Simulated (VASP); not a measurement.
# CaO (rock salt type) in VASP: further runs

CaO (rock salt type) is run at these levels: HSE06, PBE0; tasks: single point.

All numbers are computed with VASP 6.6.1; they aren't measurements. Logs are shortened: lines on timing, memory, paths and dates and some standing lists are left out, and cuts for length are marked.

### Step 1. The cell of the first run

It takes space group Fm-3m (No. 225, cubic). The conventional cell has a = 4.846 Å, b = 4.846 Å, c = 4.846 Å, α = 90.00°, β = 90.00°, γ = 90.00°. Ca (site symmetry m-3m) has 6 O at 2.42 Å within 3.2 Å. O (site symmetry m-3m) has 6 Ca at 2.42 Å within 3.2 Å.

### Step 2. Single point, HSE06

File POSCAR:

```
CaO
1.0
    0.0000000000      2.4230233148      2.4230233148
    2.4230233148      0.0000000000      2.4230233148
    2.4230233148      2.4230233148      0.0000000000
Ca O
1 1
Direct
    0.0000000000      0.0000000000      0.0000000000
    0.5000000000      0.5000000000      0.5000000000
```

File INCAR.step1:

```
  PREC = Accurate
  ENCUT = 520
  EDIFF = 1E-5
  ISMEAR = -1
  SIGMA = 0.05
  LREAL = False
  LASPH = True
  NELM = 80
  ALGO = Normal
  ISIF = 2
  LWAVE = True
  NBANDS = 15
  GGA = PE
```

File INCAR.step2:

```
  PREC = Accurate
  ENCUT = 520
  EDIFF = 1E-7
  ISMEAR = -1
  SIGMA = 0.05
  LREAL = False
  LASPH = True
  NELM = 80
  ALGO = Normal
  ISIF = 2
  LWAVE = False
  LCHARG = True
  GGA = PE
  LHFCALC = True
  HFSCREEN = 0.2079
  PRECFOCK = Normal
  LELF = True
  LVHAR = True
  NBANDS = 15
  ISTART = 1
```

File KPOINTS:

```
Automatic mesh
0
Gamma
  4 4 4
```

Potentials or basis: VASP PAW PBE potentials, release 64 (Ca_sv, O).

Command:

```sh
cat potpaw_PBE.64/Ca_sv/POTCAR potpaw_PBE.64/O/POTCAR > POTCAR
cp INCAR.step1 INCAR
mpirun -np 1 vasp_std > vasp.out
cp INCAR.step2 INCAR
mpirun -np 1 vasp_std > vasp.out
```

OUTCAR:

```text
PREC = Accurate
   ENCUT = 520
   EDIFF = 1E-7
   ISMEAR = -1
   LREAL = False
   LASPH = True
   NELM = 80
   ISIF = 2
   GGA = PE
   LHFCALC = True
   HFSCREEN = 0.2079
   PRECFOCK = Normal
   ISTART = 1

 ion  position               nearest neighbor table
   1  0.000  0.000  0.000-   2 2.42   2 2.42   2 2.42   2 2.42   2 2.42   2 2.42
   2  0.500  0.500  0.500-   1 2.42   1 2.42   1 2.42   1 2.42   1 2.42   1 2.42

  LATTYP: Found a face centered cubic cell.
 ALAT       =     4.8460466296

  Lattice vectors:

 A1 = (   0.0000000000,   2.4230233148,   2.4230233148)
 A2 = (   2.4230233148,   0.0000000000,   2.4230233148)
 A3 = (   2.4230233148,   2.4230233148,   0.0000000000)

Analysis of symmetry for initial positions (statically):
=====================================================================
 Subroutine PRICEL returns:
 Original cell was already a primitive cell.

 Routine SETGRP: Setting up the symmetry group for a
 face centered cubic supercell.

 Subroutine GETGRP returns: Found 48 space group operations
 (whereof 48 operations were pure point group operations)
 out of a pool of 48 trial point group operations.

The static configuration has the point symmetry O_h .

Analysis of symmetry for dynamics (positions and initial velocities):
=====================================================================
 Subroutine PRICEL returns:
 Original cell was already a primitive cell.

 Routine SETGRP: Setting up the symmetry group for a
 face centered cubic supercell.

 Subroutine GETGRP returns: Found 48 space group operations
 (whereof 48 operations were pure point group operations)
 out of a pool of 48 trial point group operations.

The dynamic configuration has the point symmetry O_h .

 Subroutine INISYM returns: Found 48 space group operations
 (whereof 48 operations are pure point group operations),
 and found     1 'primitive' translations

----------------------------------------------------------------------------------------

                                     Primitive cell

  volume of cell :      28.4513

  direct lattice vectors                    reciprocal lattice vectors
[... 83 lines left out ...]
   EMIN   =  10.00;   EMAX   =-10.00  energy-range for DOS
   EFERMI =   0.00;   METHOD = LEGACY
   ISMEAR =    -1;   SIGMA  =   0.05  broadening in eV -4-tet -1-fermi 0-gaus
   EFERMI_NEDOS =   21; number of points for ismear=-14 and -15
   IALGO  =     38    algorithm
   IMIX   =      1    mixing-type and parameters
     AMIX     =   0.40;   BMIX     =  1.00
     AMIX_MAG =   1.60;   BMIX_MAG =  1.00
  volume/ion in A,a.u.               =      14.23        96.00
  Fermi-wavevector in a.u.,A,eV,Ry     =   1.351286  2.553560 24.843878  1.825973
  Thomas-Fermi vector in A             =   2.478720
   LORBIT       =      0    0 simple, 1 ext, 2 COOP (PROOUT), +10 PAW based schemes
   GGA     = PE    functional components
   LHFCALC =     T    Hartree Fock is set to
   PRECFOCK=normal    Normal, Fast or Accurate (Low or Medium for compatibility)
   ENCUT4O =  -1.0   cutoff for four orbital integrals eV
   NKREDX  =     1    reduce k-point grid by
   NKREDY  =     1    reduce k-point grid by
   NKREDZ  =     1    reduce k-point grid by
   AEXX    =    0.2500 exact exchange contribution
   HFSCREEN=    0.2079 screening length (either q_TF or 0.3 A-1)
   HFSCREENC=   0.2079 screening length for correlation (either q_TF or 0.3 A-1)
   ENCUTFOCK=  -1.0 apply spherical cutoff to Coloumb kernel
   IVDW    =     0    specifies the selected vdW correction
   LEPSILON=     F    determine dielectric tensor
   LRPA    =     F    only Hartree local field effects (RPA)
 non-spin polarized calculation
  energy-cutoff  :      520.00
  volume of cell :       28.45
 maximum number of plane-waves:       778
 NGX is ok and might be reduce to    28
  NGX = 20; NGY = 20; NGZ = 20

 number of electron      16.0000001 magnetization

 Free energy of the ion-electron system (eV)
  ---------------------------------------------------
  ext. energy  EPLUGINS =         0.00000000
  ---------------------------------------------------
  free energy    TOTEN  =       -14.87141732 eV

  energy without entropy =      -14.87141732  energy(sigma->0) =      -14.87141732

 E-fermi :   2.4056     XC(G=0):  -8.5215

 val. band max:        1.1624241887   @ k =   0.0000   0.0000   0.0000
 cond. band min:       6.4572730989   @ k =   0.5000   0.5000   0.0000
 fundamental gap:      5.2948489102
 Fermi energy:         2.4056109153

 k-point     1 :       0.0000    0.0000    0.0000
  band No.  band energies     occupation
      1     -39.1396      2.00000
      2     -18.4463      2.00000
      3     -18.4463      2.00000
      4     -18.4463      2.00000
      5     -15.8255      2.00000
      6       1.1624      2.00000
      7       1.1624      2.00000
      8       1.1624      2.00000
      9       7.1725      0.00000
     10       9.2780      0.00000
     11       9.2780      0.00000
     12       9.2780      0.00000
     13      10.8643      0.00000
     14      10.8643      0.00000
[... 113 lines left out ...]
      2     -18.8987      2.00000
      3     -18.8496      2.00000
      4     -18.8496      2.00000
      5     -15.1385      2.00000
      6      -0.1753      2.00000
      7       0.0205      2.00000
      8       0.0205      2.00000
      9       9.2644      0.00000
     10       9.2644      0.00000
     11      11.5382      0.00000
     12      12.9181      0.00000
     13      13.2879      0.00000
     14      16.6181      0.00000
     15      17.2075      0.00000

------------------------ aborting loop because EDIFF is reached ----------------------------------------

  FORCE on cell =-STRESS in cart. coord.  units (eV):
  Direction    XX          YY          ZZ          XY          YZ          ZX
  --------------------------------------------------------------------------------------
  -------------------------------------------------------------------------------------
  Total       -0.4530218     -0.4530218     -0.4530218      0.0000000      0.0000000      0.0000000
  in kB      -25.5109673    -25.5109673    -25.5109673      0.0000000      0.0000000      0.0000000
  external PRESSURE =     -25.5109673 kB  Pullay stress =       0.0000000 kB

 VOLUME and BASIS-vectors are now :
 -----------------------------------------------------------------------------
  energy-cutoff  :      520.00
  volume of cell :       28.45
      direct lattice vectors                 reciprocal lattice vectors
     0.000000000  2.423023315  2.423023315    -0.206353772  0.206353772  0.206353772
     2.423023315  0.000000000  2.423023315     0.206353772 -0.206353772  0.206353772
     2.423023315  2.423023315  0.000000000     0.206353772  0.206353772 -0.206353772

 POSITION                                       TOTAL-FORCE (eV/Angst)
 -----------------------------------------------------------------------------------
      0.00000      0.00000      0.00000        -0.000000     -0.000000     -0.000000
      2.42302      2.42302      2.42302         0.000000      0.000000      0.000000
 -----------------------------------------------------------------------------------
    total drift:                                0.000000      0.000000      0.000000

  FREE ENERGIE OF THE ION-ELECTRON SYSTEM (eV)
  ---------------------------------------------------
  free  energy   TOTEN  =       -14.8714173222 eV

  energy  without entropy=      -14.8714173222  energy(sigma->0) =      -14.87141732
```

OUTCAR.step1:

```text
PREC = Accurate
   ENCUT = 520
   EDIFF = 1E-5
   ISMEAR = -1
   LREAL = False
[... 347 lines left out ...]
      0.00000      0.00000      0.00000        -0.000000     -0.000000      0.000000
      2.42302      2.42302      2.42302         0.000000      0.000000     -0.000000
 -----------------------------------------------------------------------------------
    total drift:                                0.000000      0.000000      0.000000

  FREE ENERGIE OF THE ION-ELECTRON SYSTEM (eV)
  ---------------------------------------------------
  free  energy   TOTEN  =       -12.8016479194 eV

  energy  without entropy=      -12.8016479194  energy(sigma->0) =      -12.80164792
```

OSZICAR.step1:

```text
N       E                     dE             d eps       ncg     rms          rms(c)
DAV:   1     0.133426323000E+03    0.13343E+03   -0.83360E+03   240   0.110E+03
DAV:   2    -0.859082769507E+01   -0.14202E+03   -0.13281E+03   289   0.294E+02
DAV:   3    -0.143539667857E+02   -0.57631E+01   -0.57247E+01   289   0.620E+01
DAV:   4    -0.145149712988E+02   -0.16100E+00   -0.16097E+00   345   0.916E+00
DAV:   5    -0.145156346898E+02   -0.66339E-03   -0.66339E-03   268   0.629E-01    0.856E+00
DAV:   6    -0.128816690454E+02    0.16340E+01   -0.51718E+00   262   0.216E+01    0.363E+00
DAV:   7    -0.128052092128E+02    0.76460E-01   -0.41403E-01   275   0.653E+00    0.182E+00
DAV:   8    -0.128028099234E+02    0.23993E-02   -0.79313E-02   296   0.302E+00    0.458E-01
DAV:   9    -0.128010160397E+02    0.17939E-02   -0.47812E-03   247   0.587E-01    0.113E-01
DAV:  10    -0.128016685715E+02   -0.65253E-03   -0.73680E-04   268   0.241E-01    0.432E-02
DAV:  11    -0.128016482345E+02    0.20337E-04   -0.46197E-05   311   0.795E-02    0.551E-03
DAV:  12    -0.128016479194E+02    0.31508E-06   -0.64722E-06   206   0.229E-02
   1 F= -.12801648E+02 E0= -.12801648E+02  d E =-.120807E-10
```

Run time: 3.2 min. Hardware: 1 thread of AMD EPYC 7R13 (Zen 3), shared host; peak memory 0.23 GiB.

Results:

| Property | Result |
| --- | --- |
| Free energy | -14.8714 eV |
| Pressure | -2.6 GPa |
| Band gap on the k mesh | 5.29 eV (least direct gap 5.72 eV) |

Caveat: the k points lie up to 0.56 Å⁻¹ apart; the PAW data sets were made with another functional, which shifts forces and pressure a little. A k mesh can miss the band edges.

(Continued in part 2 of 2.)
